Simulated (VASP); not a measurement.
# Zn2SiN (P6/mmm) in VASP: a series of runs

The runs below take Zn2SiN through relaxation of cell and atoms, single point, with PBE.

Everything below comes from runs of VASP 6.6.1. Logs are shortened: lines on timing, memory, paths and dates and some standing lists are left out, and cuts for length are marked.

### Step 1. The cell of the first run

Symmetry: P6/mmm, No. 191, hexagonal system. Conventional cell: a = 3.444 Å, b = 3.444 Å, c = 6.058 Å, α = 90.00°, β = 90.00°, γ = 120.00°. Zn (site symmetry 6mm) has 1 N at 1.43 Å and 1 Si at 1.59 Å within 1.9 Å. Si (site symmetry 6/mmm) has 2 Zn at 1.59 Å within 2.1 Å. N (site symmetry 6/mmm) has 2 Zn at 1.43 Å within 1.9 Å.

### Step 2. Relaxation of cell and atoms, PBE

Contents of INCAR:

```
SYSTEM = Zn2SiN
PREC     = Accurate       ! precision mode
ENCUT    = 600            ! plane-wave cutoff, eV
EDIFF    = 1E-7           ! SCF threshold, eV
ISMEAR   = 0              ! smearing method
SIGMA    = 0.1            ! smearing width, eV
LREAL    = .False.        ! projectors in reciprocal space
LASPH    = .True.         ! aspherical terms in the spheres
NELM     = 120            ! most SCF steps
ALGO     = Normal         ! electronic algorithm
ISIF     = 3              ! what is computed and relaxed
LWAVE    = .False.        ! write WAVECAR
LCHARG   = .False.        ! write CHGCAR
GGA      = PE             ! functional
IBRION   = 2              ! ionic algorithm
NSW      = 90             ! ionic steps
EDIFFG   = -0.04          ! ionic threshold
GGA_COMPAT= .False.      
NELMIN   = 4
```

Contents of KPOINTS:

```
Automatic mesh
0
Gamma
  6 6 4
  0 0 0
```

Contents of POSCAR:

```
Zn2SiN
1.0
    3.4444949400      0.0000000000      0.0000000000
   -1.7222474700      2.9830201300      0.0000000000
    0.0000000000      0.0000000000      6.0575662800
Zn Si N
2 1 1
Direct
    0.0000000000      0.0000000000      0.2631756200
    0.0000000000      0.0000000000      0.7368243800
    0.0000000000      0.0000000000      0.0000000000
    0.0000000000      0.0000000000      0.5000000000
```

Potentials or basis: VASP PAW PBE potentials, release 64 (Zn, Si, N).

Started as:

```console
$ cat potpaw_PBE.64/Zn/POTCAR potpaw_PBE.64/Si/POTCAR potpaw_PBE.64/N/POTCAR > POTCAR
$ mpirun -np 1 vasp_std > vasp.out
```

OUTCAR:

```text
SYSTEM = Zn2SiN
   PREC = Accurate
   ENCUT = 600
   EDIFF = 1E-7
   ISMEAR = 0
   LREAL = .False.
   LASPH = .True.
   NELM = 120
   ISIF = 3
   GGA = PE
   IBRION = 2
   NSW = 90
   EDIFFG = -0.04
   NELMIN = 4

 ion  position               nearest neighbor table
   1  0.000  0.000  0.263-   4 1.43   3 1.59   2 2.87
   2  0.000  0.000  0.737-   4 1.43   3 1.59   1 2.87
   3  0.000  0.000  0.000-   1 1.59   2 1.59
   4  0.000  0.000  0.500-   1 1.43   2 1.43

  LATTYP: Found a hexagonal cell.
 ALAT       =     3.4444949400
 C/A-ratio  =     1.7586224934

  Lattice vectors:

 A1 = (   3.4444949400,   0.0000000000,   0.0000000000)
 A2 = (  -1.7222474700,   2.9830201300,   0.0000000000)
 A3 = (   0.0000000000,   0.0000000000,   6.0575662800)

Analysis of symmetry for initial positions (statically):
=====================================================================
 Subroutine PRICEL returns:
 Original cell was already a primitive cell.

 Routine SETGRP: Setting up the symmetry group for a
 hexagonal supercell.

 Subroutine GETGRP returns: Found 24 space group operations
 (whereof 24 operations were pure point group operations)
 out of a pool of 24 trial point group operations.

The static configuration has the point symmetry D_6h.

Analysis of symmetry for dynamics (positions and initial velocities):
=====================================================================
 Subroutine PRICEL returns:
 Original cell was already a primitive cell.

 Routine SETGRP: Setting up the symmetry group for a
 hexagonal supercell.

 Subroutine GETGRP returns: Found 24 space group operations
 (whereof 24 operations were pure point group operations)
 out of a pool of 24 trial point group operations.

The dynamic configuration has the point symmetry D_6h.

 Subroutine INISYM returns: Found 24 space group operations
 (whereof 24 operations are pure point group operations),
 and found     1 'primitive' translations

----------------------------------------------------------------------------------------

                                     Primitive cell

  volume of cell :      62.2415

  direct lattice vectors                    reciprocal lattice vectors
     3.444494940  0.000000000  0.000000000     0.290318325  0.167615362  0.000000000
    -1.722247470  2.983020130  0.000000000     0.000000000  0.335230725  0.000000000
     0.000000000  0.000000000  6.057566280     0.000000000  0.000000000  0.165082800

  length of vectors
     3.444494940  3.444494948  6.057566280     0.335230725  0.335230725  0.165082800

  position of ions in fractional coordinates (direct lattice)
     0.000000000  0.000000000  0.263175620
     0.000000000  0.000000000  0.736824380
     0.000000000  0.000000000  0.000000000
     0.000000000  0.000000000  0.500000000

  ion indices of the primitive-cell ions
   primitive index   ion index
                 1           1
                 2           2
                 3           3
                 4           4

----------------------------------------------------------------------------------------

 KPOINTS: Automatic mesh

Automatic generation of k-mesh.
 Grid dimensions read from file:
 generate k-points for:    6    6    4

 Generating k-lattice:

  Cartesian coordinates                     Fractional coordinates (reciprocal lattice)
     0.048386387  0.027935894  0.000000000     0.166666667 -0.000000000  0.000000000
     0.000000000  0.055871787  0.000000000     0.000000000  0.166666667  0.000000000
     0.000000000  0.000000000  0.041270700     0.000000000  0.000000000  0.250000000

  Length of vectors
     0.055871788  0.055871787  0.041270700

  Shift w.r.t. Gamma in fractional coordinates (k-lattice)
     0.000000000  0.000000000  0.000000000

 Subroutine IBZKPT returns following result:
 ===========================================

 Found     21 irreducible k-points:

 Following reciprocal coordinates:
            Coordinates               Weight
  0.000000  0.000000  0.000000      1.000000
  0.166667  0.000000  0.000000      6.000000
[... 41 lines left out ...]

 Free energy of the ion-electron system (eV)
  ---------------------------------------------------
  ext. energy  EPLUGINS =         0.00000000
  ---------------------------------------------------
  free energy    TOTEN  =         5.75202339 eV

  energy without entropy =        5.76098060  energy(sigma->0) =        5.75650199

------------------------ aborting loop because EDIFF is reached ----------------------------------------

  FORCE on cell =-STRESS in cart. coord.  units (eV):
  Direction    XX          YY          ZZ          XY          YZ          ZX
  --------------------------------------------------------------------------------------
  -------------------------------------------------------------------------------------
  Total        0.8598887      0.8598887    152.5597397      0.0000000     -0.0000000      0.0000000
  in kB       22.1346640     22.1346641   3927.0878041      0.0000000     -0.0000000      0.0000000
  external PRESSURE =    1323.7857107 kB  Pullay stress =       0.0000000 kB
[... 95 lines left out ...]
  FREE ENERGIE OF THE ION-ELECTRON SYSTEM (eV)
  ---------------------------------------------------
  free  energy   TOTEN  =        -7.4418166616 eV

  energy  without entropy=       -7.4108129589  energy(sigma->0) =       -7.42631481

 E-fermi :  -0.1968     XC(G=0):  -8.2169

 val. band max:       -0.2030028032   @ k =   0.3333   0.3333   0.2500
 cond. band min:      -0.1766263692   @ k =   0.1667   0.0000   0.5000
 fundamental gap:      0.0263764340
 Fermi energy:        -0.1967650584

 k-point     1 :       0.0000    0.0000    0.0000
  band No.  band energies     occupation
      1     -13.2994      2.00000
      2      -7.9489      2.00000
      3      -7.1715      2.00000
      4      -6.7367      2.00000
      5      -6.7367      2.00000
      6      -6.7346      2.00000
[... 472 lines left out ...]
     19       2.3081      0.00000
     20       2.7538      0.00000

 E-fermi :   2.4337     XC(G=0):  -9.8021

 val. band max:        2.4053966487   @ k =   0.1667   0.0000   0.0000
 cond. band min:       2.4525516138   @ k =   0.3333   0.0000   0.0000
 fundamental gap:      0.0471549651
 Fermi energy:         2.4337153476

 k-point     1 :       0.0000    0.0000    0.0000
  band No.  band energies     occupation
      1     -11.7355      2.00000
      2      -7.8343      2.00000
      3      -6.0288      2.00000
      4      -4.9639      2.00000
      5      -4.8726      2.00000
      6      -4.8726      2.00000
[... 472 lines left out ...]
     19       5.1447      0.00000
     20       5.1447      0.00000

 E-fermi :   4.4613     XC(G=0): -11.2219

 val. band max:        4.4594098986   @ k =   0.3333   0.0000   0.2500
 cond. band min:       4.6303250897   @ k =   0.1667   0.1667   0.0000
 fundamental gap:      0.1709151911
 Fermi energy:         4.4612546780

 k-point     1 :       0.0000    0.0000    0.0000
  band No.  band energies     occupation
      1     -11.1228      2.00000
      2      -7.5223      2.00000
      3      -4.5511      2.00000
      4      -3.9238      2.00000
      5      -3.8645      2.00000
      6      -3.0981      2.00000
[... 472 lines left out ...]
     19       7.2984      0.00000
     20       7.2984      0.00000

[... ionic steps 4 to 25 ...]

--------------------------------------- Ionic step       26  -------------------------------------------

 number of electron      32.9999958 magnetization

------------------------ aborting loop because EDIFF is reached ----------------------------------------
[... 71 lines left out ...]
--------------------------------------- Ionic step       28  -------------------------------------------

 number of electron      32.9999960 magnetization

 Free energy of the ion-electron system (eV)
  ---------------------------------------------------
  ext. energy  EPLUGINS =         0.00000000
  ---------------------------------------------------
  free energy    TOTEN  =       -12.14676693 eV

  energy without entropy =      -12.13492207  energy(sigma->0) =      -12.14084450

 E-fermi :   3.9374     XC(G=0): -10.9155

 val. band max:        3.8563117138   @ k =   0.1667   0.0000   0.0000
 cond. band min:       4.0143634334   @ k =   0.3333   0.0000   0.2500
 fundamental gap:      0.1580517195
 Fermi energy:         3.9373599719

 k-point     1 :       0.0000    0.0000    0.0000
  band No.  band energies     occupation
      1     -11.0574      2.00000
      2      -7.5439      2.00000
      3      -4.6329      2.00000
      4      -4.1115      2.00000
      5      -4.0385      2.00000
      6      -3.4784      2.00000
[... 503 lines left out ...]
  FREE ENERGIE OF THE ION-ELECTRON SYSTEM (eV)
  ---------------------------------------------------
  free  energy   TOTEN  =       -12.1467669312 eV

  energy  without entropy=      -12.1349220669  energy(sigma->0) =      -12.14084450

 reached required accuracy - stopping structural energy minimisation
```

Wall time 13 min (1 thread of AMD EPYC 7R43 (Zen 3), shared host); peak memory 0.18 GiB.

What came out:

- Free energy: -12.1468 eV
- Relaxed volume: 14.63 Å³/atom
- Relaxed cell: a = 2.802 Å, b = 2.802 Å, c = 8.608 Å, α = 90.00°, β = 90.00°, γ = 120.00°
- Space group after relaxing (to 0.05 Å): P6/mmm (No. 191)
- Energy gained by relaxing: 4474.7 meV/atom
- Ionic steps: 28
- Pressure after relaxing: -0.1 GPa
- Largest force after relaxing: 0.018 eV/Å

Forces on the atoms (eV/Å):
```
Zn   0.000  0.000  0.018
Zn   0.000  0.000 -0.018
Si   0.000  0.000  0.000
N    0.000  0.000  0.000
```

The path:
```
step  energy change (eV)  largest force (eV/Å)  pressure (GPa)  volume (Å³)
   1              0.0000                7.8745          132.38        62.24
   2             18.7225                1.1648          -53.41       180.45
   3            -13.1938                0.7463          -16.54       114.75
   4            -14.4745                0.2286          -13.90       107.76
   5            -16.4115                5.5800            2.33        86.21
   6            -16.4196                3.1461           -4.61        91.35
   7            -16.4734                3.9433           -2.39        89.42
   8            -16.4766                4.1950           -1.66        88.88
   9            -16.9466                0.5778          -10.41        86.64
  10            -16.9962                0.2636           -8.84        87.28
  11            -17.5289                0.4259           -2.17        74.66
  12            -17.5297                0.4752           -1.80        74.28
  13            -17.5844                0.1158           -1.19        72.17
  14            -17.6535                0.7182            0.74        67.81
  15            -17.5302                2.9149            7.91        59.43
  16            -17.6609                1.0378            1.48        66.47
  17            -17.6816                1.0273            1.15        65.98
  18            -17.7351                1.0217            0.37        64.48
  19            -17.8088                1.0864           -0.19        61.44
  20            -17.7898                0.8727            2.10        55.28
  21            -17.8336                1.0476            0.05        59.35
  22            -17.8567                0.8012           -0.54        59.49
  23            -17.8875                0.1008           -2.09        59.88
  24            -17.8958                0.0523           -1.06        59.27
  25            -17.8977                0.0136           -0.27        58.83
  26            -17.8977                0.0110           -0.20        58.81
  27            -17.8982                0.0005           -0.19        58.70
  28            -17.8988                0.0181           -0.14        58.52
```

Final structure:
```xyz
4
Lattice="2.8018 0.0000 0.0000 -1.4009 2.4264 0.0000 0.0000 0.0000 8.6081" Properties=species:S:1:pos:R:3 pbc="T T T"
Zn    0.0000    0.0000    2.4324
Zn    0.0000    0.0000    6.1757
Si    0.0000    0.0000    0.0000
N     0.0000    0.0000    4.3040
```

### Step 3. Single point, PBE, collinear spin, ferromagnetic start

This run uses another cell than the first one, of 14.59 Å³/atom, 0.938 times its volume.

Contents of INCAR:

```
SYSTEM = Zn2SiN
PREC = Accurate
ENCUT = 600
EDIFF = 1E-6
ISMEAR = 0
SIGMA = 0.1
LREAL = .False.
LASPH = .True.
NELM = 200
ALGO = Normal
ISIF = 2
LWAVE = .False.
LCHARG = .False.
ISPIN = 2
MAGMOM = 0 0 0 1
LORBIT = 11
GGA = PE
NBANDS = 28
GGA_COMPAT = .False.
```

Contents of KPOINTS:

```
Automatic mesh
0
Gamma
  6 6 2
  0 0 0
```

Contents of POSCAR:

```
Zn2SiN
1.0
    2.7894953147      0.0000000000      0.0000000000
   -1.3947476574      2.4157738063      0.0000000000
    0.0000000000      0.0000000000      8.6626601832
Zn Si N
2 1 1
Direct
    0.0000000000      0.0000000000      0.2832211333
    0.0000000000      0.0000000000      0.7167788667
    0.0000000000      0.0000000000      0.0000000000
    0.0000000000      0.0000000000      0.5000000000
```

Potentials or basis: VASP PAW PBE potentials, release 64 (Zn, Si, N).

Started as:

```console
$ cat potpaw_PBE.64/Zn/POTCAR potpaw_PBE.64/Si/POTCAR potpaw_PBE.64/N/POTCAR > POTCAR
$ mpirun -np 1 vasp_std > vasp.out
```

Run time: 63 s. Hardware: 1 thread of AMD EPYC 7R43 (Zen 3), shared host; peak memory 0.21 GiB.

The run converged. Its results:

| Quantity | Value |
| --- | --- |
| Free energy | -12.2092 eV |
| Pressure | 0.6 GPa |
| Largest force | 0.124 eV/Å |
| Net moment | 0.44 μB per cell |
| Site moments | Zn +0.00; Si -0.00; N +0.33 μB |
| Valence electrons inside the program's atomic spheres | Zn 10.86; Si 1.56; N 3.48 |

Forces on the atoms (eV/Å):
```
Zn   0.000  0.000  0.124
Zn   0.000  0.000 -0.124
Si   0.000  0.000  0.000
N    0.000  0.000  0.000
```

Stress tensor (GPa, compression positive):
```
 1.89  0.00  0.00
 0.00  1.89  0.00
 0.00  0.00 -2.09
```

Levels at points of the mesh, in eV from the Fermi level:
Spin up:
| k point | band 15 | band 16 | band 17 | band 18 | band 19 | band 20 |
| --- | --- | --- | --- | --- | --- | --- |
| (0.00, 0.00, 0.00) | -3.66 | 0.79 | 0.79 | 3.53 | 5.42 | 9.50 |
| (0.50, 0.00, 0.00) | -3.09 | -1.18 | -1.03 | -0.08 | 1.82 | 2.61 |
| (0.00, 0.00, 0.50) | -0.88 | 0.67 | 0.79 | 0.79 | 7.94 | 9.48 |
| (0.50, 0.00, 0.50) | -3.06 | -1.52 | -0.08 | 0.30 | 0.39 | 3.73 |
Spin down:
| k point | band 12 | band 13 | band 14 | band 15 | band 16 | band 17 | band 18 | band 19 | band 20 | band 21 |
| --- | --- | --- | --- | --- | --- | --- | --- | --- | --- | --- |
| (0.00, 0.00, 0.00) | -7.05 | -7.05 | -4.52 | -3.59 | 1.67 | 1.67 | 3.64 | 5.51 | 9.50 | 9.50 |
| (0.50, 0.00, 0.00) | -5.36 | -4.90 | -3.10 | -2.95 | -1.14 | -1.04 | 0.74 | 1.99 | 2.64 | 5.34 |
| (0.00, 0.00, 0.50) | -7.05 | -7.05 | -6.90 | -0.77 | 0.74 | 1.67 | 1.67 | 8.03 | 9.49 | 9.49 |
| (0.50, 0.00, 0.50) | -5.53 | -4.64 | -3.67 | -2.89 | -1.52 | 0.29 | 0.58 | 0.74 | 3.79 | 5.31 |

Caveat: the k points lie up to 0.43 Å⁻¹ apart.

### Step 4. Single point, PBE, collinear spin, ferromagnetic start

Contents of INCAR:

```
PREC = Accurate
ENCUT = 600
EDIFF = 1E-6
ISMEAR = 0
SIGMA = 0.1
LREAL = F
LASPH = T
NELM = 200
ALGO = Normal
ISIF = 2
LWAVE = F
LCHARG = F
ISPIN = 2
MAGMOM = 0 0 0 1
LORBIT = 11
GGA = PE
NBANDS = 28
GGA_COMPAT = F
```

Contents of KPOINTS:

```
Automatic mesh
0
Gamma
  6 6 4
```

Contents of POSCAR:

```
Zn2SiN
1.0
    3.4444949400      0.0000000000      0.0000000000
   -1.7222474700      2.9830201300      0.0000000000
    0.0000000000      0.0000000000      6.0575662800
Zn Si N
2 1 1
Direct
    0.0000000000      0.0000000000      0.2631756200
    0.0000000000      0.0000000000      0.7368243800
    0.0000000000      0.0000000000      0.0000000000
    0.0000000000      0.0000000000      0.5000000000
```

Started as:

```console
$ cat potpaw_PBE.64/Zn/POTCAR potpaw_PBE.64/Si/POTCAR potpaw_PBE.64/N/POTCAR > POTCAR
$ mpirun -np 1 vasp_std > vasp.out
```

It took 78 s on 1 thread of AMD EPYC 7R43 (Zen 3), shared host; peak memory 0.21 GiB.

The run converged. Its results:

```yaml
Free_energy: 5.7520 eV
Pressure: 132.3 GPa
Largest_force: 7.875 eV/Å
Net_moment: 0.00 μB per cell
Valence_electrons_inside_the_program's_atomic_spheres: Zn 12.28; Si 2.29; N 4.04
```

Forces on the atoms (eV/Å):
```
Zn   0.000  0.000  7.875
Zn   0.000  0.000 -7.875
Si   0.000  0.000  0.000
N    0.000  0.000  0.000
```

Stress tensor (GPa, compression positive):
```
  2.18   0.00   0.00
  0.00   2.18   0.00
  0.00   0.00 392.68
```

Levels at points of the mesh, in eV from the Fermi level:
Spin up:
```tsv
k point	band 13	band 14	band 15	band 16	band 17	band 18	band 19	band 20
(0.00, 0.00, 0.00)	-5.32	-0.61	-0.34	-0.34	4.48	4.48	4.87	8.64
(0.50, 0.00, 0.00)	-4.30	-3.13	-1.03	0.02	0.04	1.43	3.12	6.02
(0.00, 0.00, 0.50)	-3.87	-3.11	0.01	0.01	3.48	3.48	7.41	7.58
(0.50, 0.00, 0.50)	-2.97	-2.68	-2.14	-1.73	-0.48	1.79	4.30	6.10
```
Spin down:
| k point | band 13 | band 14 | band 15 | band 16 | band 17 | band 18 | band 19 | band 20 |
| --- | --- | --- | --- | --- | --- | --- | --- | --- |
| (0.00, 0.00, 0.00) | -5.32 | -0.61 | -0.34 | -0.34 | 4.48 | 4.48 | 4.87 | 8.64 |
| (0.50, 0.00, 0.00) | -4.30 | -3.13 | -1.03 | 0.02 | 0.04 | 1.43 | 3.12 | 6.02 |
| (0.00, 0.00, 0.50) | -3.87 | -3.11 | 0.01 | 0.01 | 3.48 | 3.48 | 7.41 | 7.58 |
| (0.50, 0.00, 0.50) | -2.97 | -2.68 | -2.14 | -1.73 | -0.48 | 1.79 | 4.30 | 6.10 |

Caveat: forces of over 1 eV/Å act on the atoms, so gaps and moduli don't describe the material at rest.

### Step 5. Summary

| task | spin | cell | k mesh | gap on the mesh (eV) | pressure (GPa) | moment (μB) | largest force (eV/Å) |
| --- | --- | --- | --- | --- | --- | --- | --- |
| relaxation of cell and atoms | off | relaxed from a = 3.444, b = 3.444, c = 6.058 Å, angles 90.0, 90.0, 120.0°, 4 atoms | 6 × 6 × 4 | none | -0.1 | - | 0.02 |
| single point | collinear, ferromagnetic start | a = 2.789, b = 2.789, c = 8.663 Å, angles 90.0, 90.0, 120.0°, 4 atoms | 6 × 6 × 2 | none | 0.6 | 0.44 | 0.12 |
| single point | collinear, ferromagnetic start | a = 3.444, b = 3.444, c = 6.058 Å, angles 90.0, 90.0, 120.0°, 4 atoms | 6 × 6 × 4 | none | 132.3 | 0.00 | 7.88 |

Alike in all rows: level PBE; potentials or basis VASP PAW PBE potentials, release 64 (Zn, Si, N); cutoff (eV) 600; smearing gaussian 0.1 eV.

Caveats: some runs use coarse meshes; forces of over 1 eV/Å act on the atoms, so gaps and moduli don't describe the material at rest (some runs).

Absolute energies hang on the potentials; compare differences alone.
